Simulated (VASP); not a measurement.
# Te (R-3m) in VASP: settings compared

Te is run at these levels: LDA, r2SCAN; tasks: single point.

Program: VASP 6.6.1. These are calculated values, not measurements. Logs are shortened: lines on timing, memory, paths and dates and some standing lists are left out, and cuts for length are marked.

## Step 1: The cell of the first run

It takes space group R-3m (No. 166, trigonal). Conventional cell: a = 4.702 Å, b = 4.702 Å, c = 5.172 Å, α = 90.00°, β = 90.00°, γ = 120.00°. Te (site symmetry -3m) has 6 Te at 3.22 Å within 4.2 Å.

## Step 2: Single point, LDA

Contents of INCAR:

```
SYSTEM = Te
PREC = Accurate
ENCUT = 520
EDIFF = 1E-6
ISMEAR = -1
SIGMA = 0.05
LREAL = .FALSE.
LASPH = .TRUE.
NELM = 100
ALGO = Normal
ISIF = 2
LWAVE = .FALSE.
LCHARG = .TRUE.
GGA = CA
LELF = .TRUE.
LVHAR = .TRUE.
NBANDS = 9
```

Contents of KPOINTS:

```
Automatic mesh
0
G
  9 9 9
  0 0 0
```

Contents of POSCAR:

```
Te
1.0
    2.3511296351      1.3574253277      1.7241180786
   -2.3511296351      1.3574253277      1.7241180786
    0.0000000000     -2.7148506555      1.7241180786
Te
1
Direct
    0.5000000000      0.5000000000      0.5000000000
```

Potentials or basis: VASP PAW LDA potentials, release 64 (Te).

On the command line:

```
$ cat potpaw_LDA.64/Te/POTCAR > POTCAR
$ mpirun -np 1 vasp_std > vasp.out
```

OUTCAR:

```text
SYSTEM = Te
   PREC = Accurate
   ENCUT = 520
   EDIFF = 1E-6
   ISMEAR = -1
   LREAL = .FALSE.
   LASPH = .TRUE.
   NELM = 100
   ISIF = 2
   GGA = CA

 ion  position               nearest neighbor table
   1  0.500  0.500  0.500-

  LATTYP: Found a trigonal (rhomboedric) cell.
 ALAT       =     3.2160530515
 COS(alpha) =    -0.0688991668

  Lattice vectors:

 A1 = (   2.3511296351,   1.3574253277,   1.7241180786)
 A2 = (  -2.3511296351,   1.3574253277,   1.7241180786)
 A3 = (   0.0000000000,  -2.7148506555,   1.7241180786)

Analysis of symmetry for initial positions (statically):
=====================================================================
 Subroutine PRICEL returns:
 Original cell was already a primitive cell.

 Routine SETGRP: Setting up the symmetry group for a
 trigonal (rhombohedral) supercell.

 Subroutine GETGRP returns: Found 12 space group operations
 (whereof 12 operations were pure point group operations)
 out of a pool of 12 trial point group operations.

The static configuration has the point symmetry D_3d.

Analysis of symmetry for dynamics (positions and initial velocities):
=====================================================================
 Subroutine PRICEL returns:
 Original cell was already a primitive cell.

 Routine SETGRP: Setting up the symmetry group for a
 trigonal (rhombohedral) supercell.

 Subroutine GETGRP returns: Found 12 space group operations
 (whereof 12 operations were pure point group operations)
 out of a pool of 12 trial point group operations.

The dynamic configuration has the point symmetry D_3d.

 Subroutine INISYM returns: Found 12 space group operations
 (whereof 12 operations are pure point group operations),
 and found     1 'primitive' translations

----------------------------------------------------------------------------------------

                                     Primitive cell

  volume of cell :      33.0150

  direct lattice vectors                    reciprocal lattice vectors
     2.351129635  1.357425328  1.724118079     0.212663731  0.122781462  0.193335559
    -2.351129635  1.357425328  1.724118079    -0.212663731  0.122781462  0.193335559
     0.000000000 -2.714850655  1.724118079     0.000000000 -0.245562925  0.193335559

  length of vectors
     3.216053052  3.216053052  3.216053052     0.312537659  0.312537659  0.312537659

  position of ions in fractional coordinates (direct lattice)
     0.500000000  0.500000000  0.500000000

  ion indices of the primitive-cell ions
   primitive index   ion index
                 1           1

----------------------------------------------------------------------------------------

 KPOINTS: Automatic mesh

Automatic generation of k-mesh.
 Grid dimensions read from file:
 generate k-points for:    9    9    9

 Generating k-lattice:

  Cartesian coordinates                     Fractional coordinates (reciprocal lattice)
     0.023629303  0.013642385  0.021481729     0.111111111  0.000000000 -0.000000000
    -0.023629303  0.013642385  0.021481729     0.000000000  0.111111111 -0.000000000
     0.000000000 -0.027284769  0.021481729    -0.000000000 -0.000000000  0.111111111

  Length of vectors
     0.034726407  0.034726407  0.034726407

  Shift w.r.t. Gamma in fractional coordinates (k-lattice)
     0.000000000  0.000000000  0.000000000

 Subroutine IBZKPT returns following result:
 ===========================================

 Found     85 irreducible k-points:

 Following reciprocal coordinates:
            Coordinates               Weight
  0.000000  0.000000  0.000000      1.000000
  0.111111 -0.000000  0.000000      6.000000
  0.222222 -0.000000  0.000000      6.000000
  0.333333 -0.000000 -0.000000      6.000000
  0.444444 -0.000000  0.000000      6.000000
  0.111111  0.111111  0.000000      6.000000
[... 16 lines left out ...]
 -0.333333  0.333333  0.000000      6.000000
  0.444444  0.444444  0.000000      6.000000
 [... further k-points ...]
   k-points           NKPTS =     85   k-points in BZ     NKDIM =     85   number of bands    NBANDS=      9
   number of dos      NEDOS =    301   number of ions     NIONS =      1
   total plane-waves  NPLWV =  13824
   dimension x,y,z NGX =    24 NGY =   24 NGZ =   24
   dimension x,y,z NGXF=    48 NGYF=   48 NGZF=   48
   ions per type =               1
   NGX,Y,Z   is equivalent  to a cutoff of  12.41, 12.41, 12.41 a.u.
   NGXF,Y,Z  is equivalent  to a cutoff of  24.81, 24.81, 24.81 a.u.
 SYSTEM =  Te
   PREC   = accura    normal or accurate (medium, high low for compatibility)
   ISTART =      0    job   : 0-new  1-cont  2-samecut
   ICHARG =      2    charge: 1-file 2-atom 10-const
   ISPIN  =      1    spin polarized calculation?
   LNONCOLLINEAR =      F non collinear calculations
   LSORBIT =      F    spin-orbit coupling
   LASPH  =      T    aspherical Exc in radial PAW
   ENCUT  =  520.0 eV  38.22 Ry    6.18 a.u.   5.98  5.98  5.98*2*pi/ulx,y,z
   NELM   =    100;   NELMIN=  2; NELMDL= -5     # of ELM steps
   EDIFF  = 0.1E-05   stopping-criterion for ELM
   LREAL  =      F    real-space projection
   EDIFFG = 0.1E-04   stopping-criterion for IOM
   NSW    =      0    number of steps for IOM
   IBRION =     -1    ionic relax: 0-MD 1-quasi-New 2-CG
   NFREE  =      0    steps in history (QN), initial steepest desc. (CG)
   ISIF   =      2    stress and relaxation
   ISYM   =      2    0-nonsym 1-usesym 2-fastsym
   POTIM  = 0.5000    time-step for ionic-motion
   TEBEG  =    0.0;   TEEND  =   0.0 temperature during run
   PSTRESS=    0.0 pullay stress
   NELECT =       6.0000    total number of electrons
   NUPDOWN=      -1.0000    fix difference up-down
   EMIN   =  10.00;   EMAX   =-10.00  energy-range for DOS
   EFERMI =   0.00;   METHOD = LEGACY
   ISMEAR =    -1;   SIGMA  =   0.05  broadening in eV -4-tet -1-fermi 0-gaus
   EFERMI_NEDOS =   21; number of points for ismear=-14 and -15
   IALGO  =     38    algorithm
   IMIX   =      4    mixing-type and parameters
     AMIX     =   0.40;   BMIX     =  1.00
     AMIX_MAG =   1.60;   BMIX_MAG =  1.00
  volume/ion in A,a.u.               =      33.01       222.80
  Fermi-wavevector in a.u.,A,eV,Ry     =   0.927303  1.752349 11.699525  0.859891
  Thomas-Fermi vector in A             =   2.053358
   LORBIT       =      0    0 simple, 1 ext, 2 COOP (PROOUT), +10 PAW based schemes
   GGA     = CA    functional components
   LHFCALC =     F    Hartree Fock is set to
   AEXX    =    0.0000 exact exchange contribution
   IVDW    =     0    specifies the selected vdW correction
   LEPSILON=     F    determine dielectric tensor
   LRPA    =     F    only Hartree local field effects (RPA)
 non-spin polarized calculation
  energy-cutoff  :      520.00
  volume of cell :       33.01
 maximum number of plane-waves:       912
   NGX = 11   NGY = 11   NGZ = 11

 number of electron       6.0000001 magnetization

 Free energy of the ion-electron system (eV)
  ---------------------------------------------------
  ext. energy  EPLUGINS =         0.00000000
  ---------------------------------------------------
  free energy    TOTEN  =        -3.75494143 eV

  energy without entropy =       -3.74945586  energy(sigma->0) =       -3.75219864

 E-fermi :   6.1507     XC(G=0):  -9.4645

 val. band max:        6.1475571741   @ k =   0.2222   0.1111   0.1111
 cond. band min:       6.1950110153   @ k =   0.2222   0.1111   0.0000
 fundamental gap:      0.0474538411
 Fermi energy:         6.1506890036

 k-point     1 :       0.0000    0.0000    0.0000
  band No.  band energies     occupation
      1      -7.3730      2.00000
      2       7.0585      0.00000
      3       7.4956      0.00000
      4       7.4956      0.00000
      5      12.3073      0.00000
      6      12.3073      0.00000
      7      12.4796      0.00000
      8      22.5840      0.00000
      9      22.6107      0.00000

 k-point     2 :       0.1111   -0.0000    0.0000
  band No.  band energies     occupation
      1      -7.2310      2.00000
      2       5.9103      1.98379
      3       7.3413      0.00000
      4       7.6114      0.00000
      5      12.4441      0.00000
      6      12.5824      0.00000
      7      14.0591      0.00000
      8      20.4596      0.00000
      9      20.6242      0.00000

 k-point     3 :       0.2222   -0.0000    0.0000
  band No.  band energies     occupation
      1      -6.8273      2.00000
      2       3.6513      2.00000
      3       7.6383      0.00000
      4       7.9286      0.00000
      5      12.8319      0.00000
      6      13.0747      0.00000
      7      16.8831      0.00000
      8      18.7668      0.00000
      9      18.7680      0.00000

 k-point     4 :       0.3333   -0.0000   -0.0000
  band No.  band energies     occupation
      1      -6.2554      2.00000
      2       1.6854      2.00000
      3       8.0455      0.00000
      4       8.3439      0.00000
      5      13.3668      0.00000
      6      13.8578      0.00000
      7      16.7198      0.00000
      8      17.4548      0.00000
      9      18.9216      0.00000
[... 205 lines left out ...]
 k-point    22 :      -0.4444    0.3333   -0.0000
  band No.  band energies     occupation
      1      -4.6927      2.00000
      2       1.5930      2.00000
      3       3.2659      2.00000
      4       9.3349      0.00000
      5       9.6265      0.00000
      6      15.4178      0.00000
      7      17.3934      0.00000
      8      18.5077      0.00000
      9      19.2151      0.00000

 k-point    23 :      -0.3333    0.3333    0.0000
  band No.  band energies     occupation
      1      -5.2086      2.00000
      2       2.8279      2.00000
      3       3.0017      2.00000
      4       9.0332      0.00000
      5      10.3987      0.00000
      6      14.7720      0.00000
      7      17.8759      0.00000
      8      18.1193      0.00000
      9      20.5271      0.00000

 k-point    24 :       0.4444    0.4444    0.0000
  band No.  band energies     occupation
      1      -4.1563      2.00000
      2       1.6346      2.00000
      3       2.2485      2.00000
      4       8.7725      0.00000
      5       9.6371      0.00000
      6      16.1114      0.00000
      7      18.0805      0.00000
      8      18.5238      0.00000
      9      18.9005      0.00000

 [... further k-points ...]
[... 5 lines left out ...]
  --------------------------------------------------------------------------------------
  -------------------------------------------------------------------------------------
  Total       -0.8706975     -0.8706975     -0.6523445     -0.0000000      0.0000000      0.0000000
  in kB      -42.2539268    -42.2539268    -31.6575124     -0.0000000      0.0000000      0.0000000
  external PRESSURE =     -38.7217887 kB  Pullay stress =       0.0000000 kB

 VOLUME and BASIS-vectors are now :
 -----------------------------------------------------------------------------
  energy-cutoff  :      520.00
  volume of cell :       33.01
      direct lattice vectors                 reciprocal lattice vectors
     2.351129635  1.357425328  1.724118079     0.212663731  0.122781462  0.193335559
    -2.351129635  1.357425328  1.724118079    -0.212663731  0.122781462  0.193335559
     0.000000000 -2.714850655  1.724118079     0.000000000 -0.245562925  0.193335559

 POSITION                                       TOTAL-FORCE (eV/Angst)
 -----------------------------------------------------------------------------------
      0.00000     -0.00000      2.58618         0.000000      0.000000      0.000000
 -----------------------------------------------------------------------------------
    total drift:                                0.000000      0.000000     -0.000000

  FREE ENERGIE OF THE ION-ELECTRON SYSTEM (eV)
  ---------------------------------------------------
  free  energy   TOTEN  =        -3.7549414283 eV

  energy  without entropy=       -3.7494558595  energy(sigma->0) =       -3.75219864
```

Run time: 7.5 s. Hardware: 1 thread of Intel Xeon Platinum 8488C (Sapphire Rapids), shared host; peak memory 0.14 GiB.

Results:

```
Free energy            : -3.7549 eV
Pressure               : -3.9 GPa
Band gap on the k mesh : zero (band 3 reaches 8.36 eV, above the bottom of band 4 at 3.85 eV)
```

Caveat: spin-orbit coupling is left out, which moves the levels of the heavy elements.

(Part 1 of 2 ends here.)
